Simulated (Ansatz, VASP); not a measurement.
**BP: VASP beside Ansatz**

File INCAR:

```
PREC = Accurate
ENCUT = 520
EDIFF = 1E-8
ISMEAR = -1
SIGMA = 0.05
LREAL = False
LASPH = True
NELM = 100
ALGO = Normal
ISIF = 2
LWAVE = False
LCHARG = False
GGA = PE
LEFG = True
NBANDS = 11
```

KPOINTS

```
regular mesh
0
Gamma
  15 15 15
```

File POSCAR:

```
BP
1.0
    0.0000000000      2.2765382614      2.2765382614
    2.2765382614      0.0000000000      2.2765382614
    2.2765382614      2.2765382614      0.0000000000
B P
1 1
Direct
    0.0000000000      0.0000000000      0.0000000000
    0.7500000000      0.7500000000      0.7500000000
```

Input for Ansatz:

```yaml
crystal:
  lattice:
    - [0.0, 2.2765382614, 2.2765382614]
    - [2.2765382614, 0.0, 2.2765382614]
    - [2.2765382614, 2.2765382614, 0.0]
  atoms:
    - { symbol: B, position: [0.0, 0.0, 0.0] }
    - { symbol: P, position: [0.75, 0.75, 0.75] }
kpoints:
  mp_grid: { grid: [15, 15, 15] }
scf:
  occupations: { method: fermi_dirac, width: 0.05 }
hamiltonian:
  xc: pbe
  pseudopotentials: { kind: paw }
output:
  forces: true
  stress: true
  eigenvalues: true
  efg: { contact_densities: true }
```

Change from the starting cell: volume scaled by 1.01, PAW files.

Alike in both runs: task electric field gradients; functional PBE; k mesh 15 × 15 × 15; occupations fermi-dirac, width 0.05 eV; no spin polarisation.

|  | VASP | Ansatz |
| --- | --- | --- |
| version | VASP 6.6.1 | Ansatz 0.2.0 |
| potentials or method | VASP PAW PBE potentials, release 64 (B, P) | PAW with Ansatz's default frozen-core files, scalar-relativistic |
| plane-wave cutoff (eV) | 520 | 420 |
| valence electrons in the cell | 8 | 8 |

|  | VASP | Ansatz | Ansatz less VASP |
| --- | --- | --- | --- |
| pressure (GPa) | -0.7 | -0.5 | +0.22 |

The functional is the same, so the differences come from potentials, cutoffs and numerics.
